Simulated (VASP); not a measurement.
A run of VASP 6.6.1:

The input INCAR:

```
ALGO = Fast
EDIFF = 1E-6
ENCUT = 520
GGA = PS
ISIF = 2
ISMEAR = 0
LASPH = T
LCHARG = F
LREAL = F
LWAVE = F
NBANDS = 21
NELM = 100
PREC = Accurate
SIGMA = 0.15
```

KPOINTS

```
k-points
0
Gamma
  18 18 10
```

File POSCAR:

```
Ru
1.0
    2.7254575605      0.0000000000      0.0000000000
   -1.3627287802      2.3603154843      0.0000000000
    0.0000000000      0.0000000000      4.2523798378
Ru
2
Direct
    0.3133061610      0.6266123220      0.2500000000
    0.6866938390      0.3733876780      0.7500000000
```

Potentials or basis: VASP PAW PBE potentials, release 64 (Ru_pv).

Command:

```bash
$ cat potpaw_PBE.64/Ru_pv/POTCAR > POTCAR
$ mpirun -np 1 vasp_std > vasp.out
```

Hardware: 1 thread of Intel(R) Xeon(R) Platinum 8259CL CPU @ 2.50GHz (Skylake/Cascade Lake), on a shared host.

Q: Estimate the wall time of this run.

A: Wall time 3.7 min on 1 thread of Intel(R) Xeon(R) Platinum 8259CL CPU @ 2.50GHz (Skylake/Cascade Lake), with other jobs on the host, peak memory 0.34 GiB. Counts: scf iterations 13, k points 546.
